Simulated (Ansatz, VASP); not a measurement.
**One calculation of AlGa2, two programs**

Contents of INCAR:

```
PREC = Accurate
ENCUT = 600
EDIFF = 1E-6
ISMEAR = 0
SIGMA = 0.1
LREAL = False
LASPH = True
NELM = 80
ALGO = Fast
ISIF = 3
LWAVE = False
LCHARG = False
GGA = PE
IBRION = 2
NSW = 100
EDIFFG = -0.01
```

File KPOINTS:

```
Automatic mesh
0
Gamma
  18 18 6
```

File POSCAR:

```
AlGa2
1.0
    2.8422151509      0.0000000000      0.0000000000
   -1.4211075755      2.4614305237      0.0000000000
    0.0000000000      0.0000000000      8.1131340854
Al Ga
1 2
Direct
    0.0000000000      0.0000000000      0.0000000000
    0.0000000000      0.0000000000      0.3341944359
    0.0000000000      0.0000000000      0.6658055641
```

Input for Ansatz:

```yaml
crystal:
  lattice:
    - [2.8422151509, 0.0, 0.0]
    - [-1.4211075755, 2.4614305237, 0.0]
    - [0.0, 0.0, 8.1131340854]
  atoms:
    - { symbol: Al, position: [0.0, 0.0, 0.0] }
    - { symbol: Ga, position: [0.0, 0.0, 0.3341944359] }
    - { symbol: Ga, position: [0.0, 0.0, 0.6658055641] }
basis:
  ecutwfc: 420
kpoints:
  mp_grid: { grid: [18, 18, 6] }
hamiltonian:
  xc: pbe
scf:
  occupations: { method: gaussian, width: 0.1 }
output:
  forces: true
  stress: true
  eigenvalues: true
relax:
  adjacent_minimum: "off"
  f_tol: 0.01
  max_steps: 80
  cell: { stress_tol: 0.05 }
```

Alike in both runs: task relaxation of cell and atoms; functional PBE; k mesh 18 × 18 × 6; occupations gaussian, width 0.1 eV; no spin polarisation.

|  | VASP | Ansatz |
| --- | --- | --- |
| version | VASP 6.6.1 | Ansatz 0.2.0 |
| potentials or method | VASP PAW PBE potentials, release 64 (Al, Ga_d), cutoff 600 eV | scalar-relativistic, plane waves, PAW |
| valence electrons in the cell | 29 | 29 |

```csv
,VASP,Ansatz,Ansatz less VASP
"gap on the k mesh at the Fermi level, each at its own relaxed structure (eV)",none,none,-
relaxed volume (Å³/atom),19.08,19.05,-0.027
relaxed length of the cell vector where the two differ most in proportion (Å),2.844,2.842,-0.0020
```

A gap of «none» marks a metal or a gap that the smearing closes.
